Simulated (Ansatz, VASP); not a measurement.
One calculation of InSb, two programs

```xyz
2
Lattice="0.0000 3.2391 3.1095 3.2391 0.0000 3.1095 3.2391 3.2391 0.0000" Properties=species:S:1:pos:R:3 pbc="T T T"
In    0.0000    0.0000    0.0000
Sb    4.8586    4.8586    4.6643
```

Change from the starting cell: strain -0.0400 x Voigt [0, 0, 1, 0, 0, 0], atoms carried along.

Alike in both runs: task single point; functional PBE; k mesh 12 × 12 × 12; occupations gaussian, width 0.15 eV; no spin polarisation.

|  | VASP | Ansatz |
| --- | --- | --- |
| version | VASP 6.6.1 | Ansatz 0.2.0 |
| potentials or method | VASP PAW PBE potentials, release 64 (In_d, Sb), cutoff 520 eV | scalar-relativistic, plane waves, PAW |
| valence electrons in the cell | 18 | 28 |

|  | VASP | Ansatz | Ansatz less VASP |
| --- | --- | --- | --- |
| gap on the k mesh at the Fermi level (eV) | none | none | - |
| pressure (GPa) | 5.4 | 5.4 | +0.03 |
| traceless stress, the component that is largest in VASP (GPa) | 0.61 | 0.60 | -0.002 |

A gap of «none» marks a metal or a gap that the smearing closes. With one functional, cell and mesh, what is left measures potentials, basis and numerics. VASP's potentials hold 18 valence electrons a cell and Ansatz's 28, so a difference there can come from the potentials and not from the codes.

Neither program's run includes spin-orbit coupling.
